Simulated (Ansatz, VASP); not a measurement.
Ta: VASP beside Ansatz

File INCAR:

```
ALGO = Normal
EDIFF = 1E-7
ENCUT = 520
GGA = PE
ISIF = 2
ISMEAR = 0
LASPH = T
LCHARG = T
LELF = T
LREAL = F
LVHAR = T
LWAVE = F
NBANDS = 24
NELM = 100
PREC = Accurate
SIGMA = 0.1
```

The input KPOINTS:

```
k-points
0
Gamma
  6 6 6
```

Contents of POSCAR:

```
Ta
1.0
    0.0000000000      3.1908546500      3.1908546500
    3.1908546500      0.0000000000      3.1908546500
    3.1908546500      3.1908546500      0.0000000000
Ta
3
Direct
    0.2500000000      0.2500000000      0.2500000000
    0.7500000000      0.7500000000      0.7500000000
    0.5000000000      0.5000000000      0.5000000000
```

Input for Ansatz:

```yaml
crystal:
  lattice:
    - [0.0, 3.19085465, 3.19085465]
    - [3.19085465, 0.0, 3.19085465]
    - [3.19085465, 3.19085465, 0.0]
  atoms:
    - { symbol: Ta, position: [0.25, 0.25, 0.25] }
    - { symbol: Ta, position: [0.75, 0.75, 0.75] }
    - { symbol: Ta, position: [0.5, 0.5, 0.5] }
basis:
  ecutwfc: 420
kpoints:
  mp_grid: { grid: [6, 6, 6] }
hamiltonian:
  xc: pbe
scf:
  occupations: { method: gaussian, width: 0.1 }
  lower_state_search: "off"
output:
  forces: true
  stress: true
  eigenvalues: true
```

Alike in both runs: task single point; functional PBE; k mesh 6 × 6 × 6; occupations gaussian, width 0.1 eV; no spin polarisation.

|  | VASP | Ansatz |
| --- | --- | --- |
| version | VASP 6.6.1 | Ansatz 0.2.0 |
| potentials or method | VASP PAW PBE potentials, release 64 (Ta_pv), cutoff 520 eV | scalar-relativistic, plane waves, PAW |
| valence electrons in the cell | 33 | 39 |

VASP gave:

- gap on the k mesh at the Fermi level (eV): none
- pressure (GPa): -1.3

**Question.** Which values does Ansatz return?

**Answer.** gap on the k mesh at the Fermi level (eV): none; pressure (GPa): -1.4.

A gap of «none» marks a metal or a gap that the smearing closes. VASP's potentials hold 33 valence electrons a cell and Ansatz's 39, so a difference there can come from the potentials and not from the codes.

Neither program's run includes spin-orbit coupling.
